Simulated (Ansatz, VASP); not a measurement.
**GaSb3 in VASP and in Ansatz**

```xyz
4
Lattice="-3.0225 3.0225 3.0225 3.0225 -3.0225 3.0225 3.0225 3.0225 -3.0225" Properties=species:S:1:pos:R:3 pbc="T T T"
Ga    0.0000    0.0000    0.0000
Sb    3.0225    0.0000    0.0000
Sb    0.0000    3.0225    0.0000
Sb    0.0000    0.0000    3.0225
```

Alike in both runs: task relaxation of cell and atoms; functional PBE; k mesh 8 × 8 × 8; occupations gaussian, width 0.1 eV; no spin polarisation.

|  | VASP | Ansatz |
| --- | --- | --- |
| version | VASP 6.6.1 | Ansatz 0.2.0 |
| potentials or method | VASP PAW PBE potentials, release 64 (Ga_d, Sb), cutoff 600 eV | scalar-relativistic, plane waves, PAW |
| valence electrons in the cell | 28 | 58 |

```csv
,VASP,Ansatz,Ansatz less VASP
"gap on the k mesh at the Fermi level, each at its own relaxed structure (eV)",none,none,-
relaxed volume (Å³/atom),27.51,27.53,+0.023
relaxed cell length with the largest relative difference (Å),5.229,5.230,+0.0014
```

A gap of «none» marks a metal or a gap that the smearing closes. VASP's potentials hold 28 valence electrons a cell and Ansatz's 58, so a difference there can come from the potentials and not from the codes.

Spin-orbit coupling is off throughout.
